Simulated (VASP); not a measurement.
Wanted: the native input for a VASP 6.6.1 run.

```
Task                   : single point
Functional             : PBE
Potentials or basis    : VASP PAW PBE potentials, release 64 (Zr_sv, F, Ba_sv, Be)
Cutoff                 : 520 eV
k mesh                 : 1 × 1 × 1
Occupations            : fermi-dirac, width 0.1637 eV
Spin                   : no spin polarisation
Dipole correction      : no
Further INCAR settings : LREAL = Auto; ALGO = Normal; EDIFF = 1e-06; NBANDS = 70; ISYM = 0
```

The structure of BaZrBe3F12 lies in POSCAR:

```
BaZrBe3F12
1.0
    6.2858920000     -0.0721330000      0.0901150000
   -0.0721330000      6.3112050000      0.0957760000
    0.0901150000      0.0957760000      6.0782540000
Zr F Ba Be
1 12 1 3
Direct
    0.7999498530      0.7374044393      0.8076991964
    0.5756022658      0.6486430118      0.4778326422
    0.8366207441      0.9456732018      0.5599578637
    0.5027630937      0.6772793089      0.9640645818
    0.1582722479      0.1751689356     -0.0174199176
    0.3651186007      0.2627877182      0.3519455720
    0.8065760517      0.6612022197      0.1574715527
    0.9331461975      0.2591633458      0.3403319279
    0.5743937000      0.1599447292      0.6599958879
    0.1041711967      0.7883154438      0.8408662936
    0.5991168759      0.9587445015      0.2336807362
    0.2526201044      0.5803386881      0.2345766763
    0.8305875316      0.4502625367      0.7679439293
    0.2926261754      0.4076805235      0.7021659480
    0.1525406559      0.2817096058      0.2348828758
    0.5340469237      0.7229639461      0.2323727779
    0.6664602051      0.0943361366      0.4128599760
```

These files were run (other wordings do the same):

INCAR

```
SYSTEM = BaZrBe3F12
PREC = Accurate
ENCUT = 520
EDIFF = 1E-6
ISMEAR = -1
SIGMA = 0.1637
LREAL = Auto
LASPH = .True.
NELM = 80
ALGO = Normal
ISIF = 2
LWAVE = .False.
LCHARG = .False.
GGA = PE
ISYM = 0
NBANDS = 70
```

KPOINTS

```
Automatic mesh
0
Gamma
  1 1 1
  0 0 0
```

Potentials or basis: VASP PAW PBE potentials, release 64 (Zr_sv, F, Ba_sv, Be).

Command:

```sh
$ cat potpaw_PBE.64/Zr_sv/POTCAR potpaw_PBE.64/F/POTCAR potpaw_PBE.64/Ba_sv/POTCAR potpaw_PBE.64/Be/POTCAR > POTCAR
$ mpirun -np 1 vasp_gam > vasp.out
```

Results of the run:

```
Pressure               : 4.1 GPa
Largest force          : 2.988 eV/Å
Band gap on the k mesh : 4.46 eV
```

Caveat: the k points lie up to 1.03 Å⁻¹ apart; spin-orbit coupling is left out, which moves the levels of the heavy elements.

Wall time 41 s on 1 thread of AMD EPYC 7R43 64-Core Processor (Zen 3), on a shared host, peak memory 0.27 GiB.
